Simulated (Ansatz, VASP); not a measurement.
# One calculation of Re2P3, two programs

```
Re P
1.0
     2.92119    0.00000    0.00000
    -1.46060    2.52983    0.00000
     0.00000    0.00000    9.62816
Re P
2 3
Cartesian
  0.0000 1.6866 7.6908
  1.4606 0.8433 1.9374
  1.4606 0.8433 6.0150
  0.0000 0.0000 0.0000
  0.0000 1.6866 3.6132
```

Alike in both runs: task single point; functional PBE; dispersion D3(BJ); k mesh 6 × 6 × 2; occupations gaussian, width 0.1 eV; collinear spin.

|  | VASP | Ansatz |
| --- | --- | --- |
| version | VASP 6.6.1 | Ansatz 0.2.0 |
| potentials or method | VASP PAW PBE potentials, release 64 (Re, P), cutoff 520 eV | scalar-relativistic, plane waves, PAW |
| valence electrons in the cell | 29 | 45 |

Ansatz gave:

| Property | Result |
| --- | --- |
| gap on the k mesh at the Fermi level (eV) | none |
| pressure (GPa) | 0.0 |
| traceless stress, the component that is largest in VASP (GPa) | -0.03 |
| rms of the force components (eV/Å) | 0.004 |
| net moment per atom (μB) | 0.00 |

Which values does VASP return?

gap on the k mesh at the Fermi level (eV): none; pressure (GPa): 0.7; traceless stress, the component that is largest in VASP (GPa): 0.15; rms of the force components (eV/Å): 0.030; net moment per atom (μB): 0.00.

Atom by atom the forces differ by 0.027 eV/Å (rms over components). A gap of «none» marks a metal or a gap that the smearing closes. VASP's potentials hold 29 valence electrons a cell and Ansatz's 45, so a difference there can come from the potentials and not from the codes. Ansatz's warnings: seeded moment not kept.

The k mesh is coarse, so the values compare programs but aren't converged. Spin-orbit coupling is off throughout.
